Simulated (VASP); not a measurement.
# Zn7Se7 in VASP: single point with PBE

Aim: the single point of Zn7Se7 with PBE.

Everything below comes from runs of VASP 6.6.1. Logs are shortened: lines on timing, memory, paths and dates and some standing lists are left out, and cuts for length are marked.

### 1 The cell of the first run

The cell holds a cluster in a box, 14 atoms: a = 15.700 Å, b = 16.000 Å, c = 16.300 Å, α = 90.00°, β = 90.00°, γ = 90.00°.

### 2 Single point, PBE, collinear spin

Input file INCAR:

```
PREC     = Accurate       # precision mode
ENCUT    = 520            # plane-wave cutoff, eV
EDIFF    = 1E-7           # SCF threshold, eV
ISMEAR   = 0              # smearing method
SIGMA    = 0.05           # smearing width, eV
LREAL    = F              # projectors in reciprocal space
LASPH    = T              # aspherical terms in the spheres
NELM     = 150            # most SCF steps
ALGO     = Normal         # electronic algorithm
ISIF     = 2              # what is computed and relaxed
LWAVE    = F              # write WAVECAR
LCHARG   = F              # write CHGCAR
ISPIN    = 2              # spin polarisation
MAGMOM   = 0.4 0.4 0.4 0.4 0.4 0.4 0.4 0.4 0.4 0.4 0.4 0.4 0.4 0.4 # initial moments
LORBIT   = 11             # projections on sites
GGA      = PE             # functional
NBANDS   = 80             # bands
```

Input file KPOINTS:

```
Automatic mesh
0
Gamma
  1 1 1
```

Input file POSCAR:

```
ZnSe
1.0
   15.7000000000      0.0000000000      0.0000000000
    0.0000000000     16.0000000000      0.0000000000
    0.0000000000      0.0000000000     16.3000000000
Zn Se
7 7
Direct
    0.3898117148      0.3934610750      0.3970336003
    0.3934524874      0.4274823907      0.5686361161
    0.6775698661      0.5144684290      0.5428731510
    0.5685185944      0.3968594877      0.4272811788
    0.5448986587      0.6729626208      0.5171872946
    0.4244555078      0.5680971486      0.3989947670
    0.5156917499      0.5424053022      0.6731165144
    0.4947027596      0.4635086796      0.3111293827
    0.4062586869      0.4635470448      0.7108669189
    0.4634498396      0.3091635692      0.4993590618
    0.4634496002      0.7122387404      0.4128403061
    0.3033044152      0.4981836579      0.4664446009
    0.7164926153      0.4107132353      0.4607111015
    0.6307993625      0.6258443599      0.6273692959
```

Potentials or basis: VASP PAW PBE potentials, release 64 (Zn, Se).

The run is started by

```console
$ cat potpaw_PBE.64/Zn/POTCAR potpaw_PBE.64/Se/POTCAR > POTCAR
$ mpirun -np 1 vasp_gam > vasp.out
```

OUTCAR:

```text
PREC = Accurate
   ENCUT = 520
   EDIFF = 1E-7
   ISMEAR = 0
   LREAL = F
   LASPH = T
   NELM = 150
   ISIF = 2
   ISPIN = 2
   LORBIT = 11
   GGA = PE

 ion  position               nearest neighbor table
   1  0.390  0.393  0.397-   8 2.43  12 2.44  10 2.44   6 2.85   4 2.85   2 2.85
   2  0.393  0.427  0.569-   9 2.40  12 2.46  10 2.46   1 2.85
   3  0.678  0.514  0.543-  13 2.22  14 2.37
   4  0.569  0.397  0.427-  13 2.40   8 2.46  10 2.46   1 2.85
   5  0.545  0.673  0.517-  11 2.22  14 2.37
   6  0.424  0.568  0.399-  11 2.40   8 2.46  12 2.47   1 2.85
   7  0.516  0.542  0.673-   9 2.22  14 2.37
   8  0.495  0.464  0.311-   1 2.43   4 2.46   6 2.46
   9  0.406  0.464  0.711-   7 2.22   2 2.40
  10  0.463  0.309  0.499-   1 2.44   2 2.46   4 2.46
  11  0.463  0.712  0.413-   5 2.22   6 2.40
  12  0.303  0.498  0.466-   1 2.44   2 2.46   6 2.47
  13  0.716  0.411  0.461-   3 2.22   4 2.40
  14  0.631  0.626  0.627-   7 2.37   3 2.37   5 2.37

  LATTYP: Found a simple orthorhombic cell.
 ALAT       =    15.7000000000
 B/A-ratio  =     1.0191082803
 C/A-ratio  =     1.0382165605

  Lattice vectors:

 A1 = (  15.7000000000,   0.0000000000,   0.0000000000)
 A2 = (   0.0000000000,  16.0000000000,   0.0000000000)
 A3 = (   0.0000000000,   0.0000000000,  16.3000000000)

Analysis of symmetry for initial positions (statically):
=====================================================================
 Subroutine PRICEL returns:
 Original cell was already a primitive cell.

 Routine SETGRP: Setting up the symmetry group for a
 simple orthorhombic supercell.

 Subroutine GETGRP returns: Found  1 space group operations
 (whereof  1 operations were pure point group operations)
 out of a pool of  8 trial point group operations.

The static configuration has the point symmetry C_1 .

Analysis of symmetry for dynamics (positions and initial velocities):
=====================================================================
 Subroutine PRICEL returns:
 Original cell was already a primitive cell.

 Routine SETGRP: Setting up the symmetry group for a
 simple orthorhombic supercell.

 Subroutine GETGRP returns: Found  1 space group operations
 (whereof  1 operations were pure point group operations)
 out of a pool of  8 trial point group operations.

The dynamic configuration has the point symmetry C_1 .

Analysis of structural, dynamic, and magnetic symmetry:
=====================================================================
 Subroutine PRICEL returns:
 Original cell was already a primitive cell.

 Routine SETGRP: Setting up the symmetry group for a
 simple orthorhombic supercell.

 Subroutine GETGRP returns: Found  1 space group operations
 (whereof  1 operations were pure point group operations)
 out of a pool of  8 trial point group operations.

The overall configuration has the point symmetry C_1 .

 Subroutine INISYM returns: Found  1 space group operations
 (whereof  1 operations are pure point group operations),
 and found     1 'primitive' translations

----------------------------------------------------------------------------------------

                                     Primitive cell

  volume of cell :    4094.5600

  direct lattice vectors                    reciprocal lattice vectors
    15.700000000  0.000000000  0.000000000     0.063694268  0.000000000  0.000000000
     0.000000000 16.000000000  0.000000000     0.000000000  0.062500000  0.000000000
     0.000000000  0.000000000 16.300000000     0.000000000  0.000000000  0.061349693

  length of vectors
    15.700000000 16.000000000 16.300000000     0.063694268  0.062500000  0.061349693

  position of ions in fractional coordinates (direct lattice)
     0.389811715  0.393461075  0.397033600
     0.393452487  0.427482391  0.568636116
     0.677569866  0.514468429  0.542873151
     0.568518594  0.396859488  0.427281179
     0.544898659  0.672962621  0.517187295
     0.424455508  0.568097149  0.398994767
     0.515691750  0.542405302  0.673116514
     0.494702760  0.463508680  0.311129383
     0.406258687  0.463547045  0.710866919
[... 74 lines left out ...]
   IBRION =     -1    ionic relax: 0-MD 1-quasi-New 2-CG
   NFREE  =      0    steps in history (QN), initial steepest desc. (CG)
   ISIF   =      2    stress and relaxation
   ISYM   =      2    0-nonsym 1-usesym 2-fastsym
   POTIM  = 0.5000    time-step for ionic-motion
   TEBEG  =    0.0;   TEEND  =   0.0 temperature during run
   PSTRESS=    0.0 pullay stress
   NELECT =     126.0000    total number of electrons
   NUPDOWN=      -1.0000    fix difference up-down
   EMIN   =  10.00;   EMAX   =-10.00  energy-range for DOS
   EFERMI =   0.00;   METHOD = LEGACY
   ISMEAR =     0;   SIGMA  =   0.05  broadening in eV -4-tet -1-fermi 0-gaus
   EFERMI_NEDOS =   21; number of points for ismear=-14 and -15
   IALGO  =     38    algorithm
   IMIX   =      4    mixing-type and parameters
     AMIX     =   0.40;   BMIX     =  1.00
     AMIX_MAG =   1.60;   BMIX_MAG =  1.00
  volume/ion in A,a.u.               =     292.47      1973.68
  Fermi-wavevector in a.u.,A,eV,Ry     =   0.513014  0.969456  3.580828  0.263183
  Thomas-Fermi vector in A             =   1.527280
   LORBIT       =     11    0 simple, 1 ext, 2 COOP (PROOUT), +10 PAW based schemes
   GGA     = PE    functional components
   LHFCALC =     F    Hartree Fock is set to
   AEXX    =    0.0000 exact exchange contribution
   IVDW    =     0    specifies the selected vdW correction
   LEPSILON=     F    determine dielectric tensor
   LRPA    =     F    only Hartree local field effects (RPA)
 spin polarized calculation
 Gauss-broadening in eV      SIGMA  =   0.05
  energy-cutoff  :      520.00
  volume of cell :     4094.56
 maximum number of plane-waves:     55165
 NGX is ok and might be reduce to   120
   NGX = 59   NGY = 59   NGZ = 61

 number of electron     125.9999997 magnetization       0.0000195

 number of electron     125.9999997 magnetization      -0.0000184

 Free energy of the ion-electron system (eV)
  ---------------------------------------------------
  ext. energy  EPLUGINS =         0.00000000
  ---------------------------------------------------
  free energy    TOTEN  =       -36.08495873 eV

  energy without entropy =      -36.08495873  energy(sigma->0) =      -36.08495873

 E-fermi :  -4.8557     XC(G=0):  -1.2623

 val. band max:       -5.1295324624   @ k =   0.0000   0.0000   0.0000
 cond. band min:      -2.9077043978   @ k =   0.0000   0.0000   0.0000
 fundamental gap:      2.2218280646
 Fermi energy:        -4.8556758528

 spin component 1

 k-point     1 :       0.0000    0.0000    0.0000
  band No.  band energies     occupation
      1     -18.8028      1.00000
      2     -16.9514      1.00000
      3     -16.8162      1.00000
      4     -16.8156      1.00000
      5     -16.6649      1.00000
      6     -16.3970      1.00000
[... 67 lines left out ...]
     74      -0.6374      0.00000
     75      -0.6103      0.00000
 Fermi energy:        -4.8556758528

 spin component 2

 k-point     1 :       0.0000    0.0000    0.0000
  band No.  band energies     occupation
      1     -18.8028      1.00000
      2     -16.9514      1.00000
      3     -16.8162      1.00000
      4     -16.8156      1.00000
      5     -16.6649      1.00000
      6     -16.3970      1.00000
[... 67 lines left out ...]
     74      -0.6374      0.00000
     75      -0.6103      0.00000
 [bands above 75 left out]

------------------------ aborting loop because EDIFF is reached ----------------------------------------

  FORCE on cell =-STRESS in cart. coord.  units (eV):
  Direction    XX          YY          ZZ          XY          YZ          ZX
  --------------------------------------------------------------------------------------
  -------------------------------------------------------------------------------------
  Total        0.4081921      0.4046571      0.3969590     -0.0283906     -0.0353065     -0.0205336
  in kB        0.1597232      0.1583399      0.1553277     -0.0111091     -0.0138152     -0.0080347
  external PRESSURE =       0.1577969 kB  Pullay stress =       0.0000000 kB

 VOLUME and BASIS-vectors are now :
 -----------------------------------------------------------------------------
  energy-cutoff  :      520.00
  volume of cell :     4094.56
      direct lattice vectors                 reciprocal lattice vectors
    15.700000000  0.000000000  0.000000000     0.063694268  0.000000000  0.000000000
     0.000000000 16.000000000  0.000000000     0.000000000  0.062500000  0.000000000
     0.000000000  0.000000000 16.300000000     0.000000000  0.000000000  0.061349693

 POSITION                                       TOTAL-FORCE (eV/Angst)
 -----------------------------------------------------------------------------------
      6.12004      6.29538      6.47165        -0.008398     -0.008381     -0.007674
      6.17720      6.83972      9.26877        -0.004192     -0.005727     -0.010696
     10.63785      8.23149      8.84883         0.011035     -0.014537     -0.011218
      8.92574      6.34975      6.96468        -0.017529     -0.006660     -0.008363
      8.55491     10.76740      8.43015        -0.012152      0.013056     -0.013909
      6.66395      9.08955      6.50361        -0.008641     -0.016870     -0.004335
      8.09636      8.67848     10.97180        -0.019610     -0.015465      0.013661
      7.76683      7.41614      5.07141         0.020263      0.010257     -0.045120
      6.37826      7.41675     11.58713        -0.014272     -0.003595      0.042309
      7.27616      4.94662      8.13955         0.011114     -0.046829      0.021795
      7.27616     11.39582      6.72930        -0.004001      0.046265     -0.016090
      4.76188      7.97094      7.60305        -0.045306      0.024480      0.007093
     11.24893      6.57141      7.50959         0.047678     -0.014841     -0.003192
      9.90355     10.01351     10.22612         0.044012      0.038849      0.035739
 -----------------------------------------------------------------------------------
    total drift:                               -0.000916     -0.005518     -0.000385

  FREE ENERGIE OF THE ION-ELECTRON SYSTEM (eV)
  ---------------------------------------------------
  free  energy   TOTEN  =       -36.0849587344 eV

  energy  without entropy=      -36.0849587344  energy(sigma->0) =      -36.08495873

 total charge

# of ion       s       p       d       tot
------------------------------------------
    1        0.562   0.402   9.794  10.758
    2        0.564   0.388   9.776  10.727
    3        0.644   0.365   9.751  10.759
    4        0.564   0.387   9.776  10.727
    5        0.644   0.365   9.751  10.759
    6        0.564   0.387   9.776  10.726
    7        0.644   0.365   9.751  10.760
    8        1.463   2.342   0.026   3.832
    9        1.466   2.335   0.027   3.828
   10        1.463   2.343   0.025   3.832
   11        1.466   2.336   0.027   3.828
   12        1.463   2.343   0.026   3.832
   13        1.466   2.336   0.027   3.828
   14        1.463   2.356   0.033   3.852
--------------------------------------------------
tot         14.435  19.050  68.564 102.049

 magnetization (x)

# of ion       s       p       d       tot
------------------------------------------
    1       -0.000  -0.000   0.000   0.000
    2       -0.000  -0.000   0.000   0.000
    3        0.000  -0.000   0.000   0.000
    4       -0.000   0.000   0.000   0.000
    5       -0.000  -0.000   0.000   0.000
    6        0.000   0.000   0.000   0.000
    7       -0.000   0.000   0.000   0.000
    8        0.000   0.000  -0.000   0.000
    9        0.000   0.000   0.000   0.000
   10        0.000   0.000  -0.000   0.000
   11        0.000   0.000   0.000   0.000
   12        0.000   0.000  -0.000   0.000
   13        0.000   0.000   0.000   0.000
   14        0.000   0.000   0.000   0.000
--------------------------------------------------
tot          0.000   0.000   0.000   0.000
```

It took 68 min on 1 thread of Intel Xeon Platinum 8259CL at 2.50GHz (Skylake/Cascade Lake), shared host; peak memory 4.1 GiB.

Results:

* Free energy: -36.0850 eV
* Largest force: 0.069 eV/Å
* Gap between the frontier levels: 2.22 eV
* Net moment: 0.00 μB per cell
* Valence electrons inside the program's atomic spheres: Zn 10.76, 10.73 (each value once); Se 3.83, 3.85 (each value once)

Forces in eV/Å, atoms in the order of the input:
```
Zn  -0.008 -0.008 -0.008
Zn  -0.004 -0.006 -0.011
Zn   0.011 -0.015 -0.011
Zn  -0.018 -0.007 -0.008
Zn  -0.012  0.013 -0.014
Zn  -0.009 -0.017 -0.004
Zn  -0.020 -0.015  0.014
Se   0.020  0.010 -0.045
Se  -0.014 -0.004  0.042
Se   0.011 -0.047  0.022
Se  -0.004  0.046 -0.016
Se  -0.045  0.024  0.007
Se   0.048 -0.015 -0.003
Se   0.044  0.039  0.036
```
